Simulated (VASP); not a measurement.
Set up this calculation in VASP 6.6.1, as the native input.

- Task: relaxation of cell and atoms
- Functional: PBEsol
- Potentials or basis: VASP PAW PBE potentials, release 64 (Be)
- Cutoff: 600 eV
- k mesh: 10 × 10 × 10
- Occupations: methfessel-paxton, width 0.05 eV
- Spin: no spin polarisation
- Target pressure: 60 GPa
- Dipole correction: no
- Further INCAR settings: ALGO = Normal; EDIFF = 1e-06; IBRION = 2; EDIFFG = -0.03; NSW = 80; ISIF = 3

The structure of Be lies in POSCAR:

```
Be
1.0
    2.0700000000      0.0000000000      0.0000000000
    0.0000000000      2.0700000000      0.0000000000
    0.0000000000      0.0000000000      2.0700000000
Be
1
Direct
    0.0000000000      0.0000000000      0.0000000000
```

This isn't the form of Be at room conditions, which is hcp.

One way to write it, as run:

INCAR

```
SYSTEM = Be
PREC = Accurate
ENCUT = 600
EDIFF = 1E-6
ISMEAR = 1
SIGMA = 0.05
LREAL = .False.
LASPH = .True.
NELM = 60
ALGO = Normal
ISIF = 3
LWAVE = .False.
LCHARG = .False.
GGA = PS
IBRION = 2
NSW = 80
EDIFFG = -0.03
PSTRESS = 600.0
```

KPOINTS

```
Automatic mesh
0
Gamma
  10 10 10
  0 0 0
```

Potentials or basis: VASP PAW PBE potentials, release 64 (Be).

Run with:

```console
$ cat potpaw_PBE.64/Be/POTCAR > POTCAR
$ mpirun -np 1 vasp_std > vasp.out
```

It gave:

```yaml
Relaxed_volume: 6.80 Å³/atom
Relaxed_cell: a = 1.895 Å, b = 1.895 Å, c = 1.895 Å, α = 90.00°, β = 90.00°, γ = 90.00°
Space_group_after_relaxing_to_0.1_Å: Pm-3m (No. 221)
Energy_change_on_relaxing_the_run_minimises_the_enthalpy: +418.5 meV/atom
Ionic_steps: 3
Pressure_after_relaxing: 60.2 GPa
Band_gap_on_the_k_mesh: zero (bands 1 and 2 overlap by 8.16 eV)
```

Caveat: the cell is relaxed towards a set pressure, so the run minimises the enthalpy, not the energy; the volume moved by over 15 % at a fixed basis, so the end points are rough; the PAW data sets were made with another functional, which shifts forces and pressure a little.

Wall time 3.7 s on 1 thread of Intel(R) Xeon(R) Platinum 8488C (Sapphire Rapids) (shared host), peak memory 0.11 GiB.
